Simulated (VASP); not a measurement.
A run of VASP 6.6.1 is set up as follows.

File INCAR:

```
PREC = Accurate
ENCUT = 500
EDIFF = 1E-6
ISMEAR = 0
SIGMA = 0.1
LREAL = False
LASPH = True
NELM = 120
ALGO = Normal
ISIF = 2
LWAVE = False
LCHARG = False
GGA = PE
NBANDS = 14
GGA_COMPAT = False
```

The input KPOINTS:

```
regular mesh
0
Gamma
  6 6 6
```

Contents of POSCAR:

```
NaI
1.0
    0.0000000000      3.0276540364      3.0276540364
    3.0276540364      0.0000000000      3.0276540364
    3.0276540364      3.0276540364      0.0000000000
Na I
1 1
Direct
    0.0000000000      0.0000000000      0.0000000000
    0.5000000000      0.5000000000      0.5000000000
```

Potentials or basis: VASP PAW PBE potentials, release 64 (Na_pv, I).

The run is started by

```sh
$ cat potpaw_PBE.64/Na_pv/POTCAR potpaw_PBE.64/I/POTCAR > POTCAR
$ mpirun -np 1 vasp_std > vasp.out
```

Task: Predict the pressure.

Result: 5.9 GPa.

Task: Estimate the band gap on the k mesh.

Result: 4.28 eV.

Caveat: the cell differs from its parent crystal (Cl replaced by I, lengths x 1.083, strained); the cell stands under pressure; spin-orbit coupling is left out, which moves the levels of the heavy elements. A k mesh can miss the band edges.
